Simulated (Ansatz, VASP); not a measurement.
## One calculation of Zn4HO4, two programs

```
Zn O H
1.0
     5.60988    0.00000    0.00000
     0.00000    5.60988    0.00000
     0.00000    0.00000    3.27903
Zn O H
4 4 1
Direct
  0.18163 0.18163 0.50000
  0.81837 0.81837 0.50000
  0.68163 0.31837 0.00000
  0.31837 0.68163 0.00000
  0.81847 0.18153 0.50000
  0.18153 0.81847 0.50000
  0.68153 0.68153 0.00000
  0.31847 0.31847 0.00000
  0.99992 0.81837 0.00000
```

Alike in both runs: task single point; functional PBE; k mesh 4 × 4 × 8; occupations gaussian, width 0.05 eV; no spin polarisation.

```csv
,VASP,Ansatz
version,VASP 6.6.1,Ansatz 0.2.0
potentials or method,"VASP PAW PBE potentials, release 64 (Zn, O, H), cutoff 520 eV","scalar-relativistic, plane waves, PAW"
valence electrons in the cell,73,73
```

```tsv
	VASP	Ansatz	Ansatz less VASP
gap on the k mesh at the Fermi level (eV)	none	none	-
pressure (GPa)	5.4	4.5	-0.89
traceless stress, the component that is largest in VASP (GPa)	2.25	2.09	-0.169
rms of the force components (eV/Å)	0.216	0.212	-0.0032
```

Atom by atom the forces differ by 0.005 eV/Å (rms over components). A gap of «none» marks a metal or a gap that the smearing closes.
